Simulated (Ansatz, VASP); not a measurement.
**NaS6 in VASP and in Ansatz**

```xyz
7
Lattice="6.9452 0.0000 0.0000 -3.4726 6.0147 0.0000 0.0000 0.0000 4.5476" Properties=species:S:1:pos:R:3 pbc="T T T"
Na    0.0000    0.0000    0.0000
S     3.4726    3.8336    2.2738
S     1.8889    1.0906    2.2738
S     5.0563    1.0906    2.2738
S     0.0000    2.1811    2.2738
S     1.5837    4.9242    2.2738
S    -1.5837    4.9242    2.2738
```

Alike in both runs: functional PBE; k mesh 3 × 3 × 2; occupations gaussian, width 0.1 eV; no spin polarisation.

Ansatz relaxed the structure, and its values are those at the end. VASP's run is a single point on that final structure, the one shown.

|  | VASP | Ansatz |
| --- | --- | --- |
| version | VASP 6.6.1 | Ansatz 0.2.0 |
| potentials or method | VASP PAW PBE potentials, release 64 (Na_pv, S), cutoff 520 eV | scalar-relativistic, plane waves, PAW |
| valence electrons in the cell | 43 | 45 |

```tsv
	VASP	Ansatz	Ansatz less VASP
gap on the k mesh at the Fermi level (eV)	none	none	-
pressure (GPa)	-0.1	0.1	+0.21
rms of the force components (eV/Å)	0.033	0.005	-0.0281
```

A gap of «none» marks a metal or a gap that the smearing closes. VASP's potentials hold 43 valence electrons a cell and Ansatz's 45, so a difference there can come from the potentials and not from the codes.

The k mesh is coarse, so the values compare programs but aren't converged.
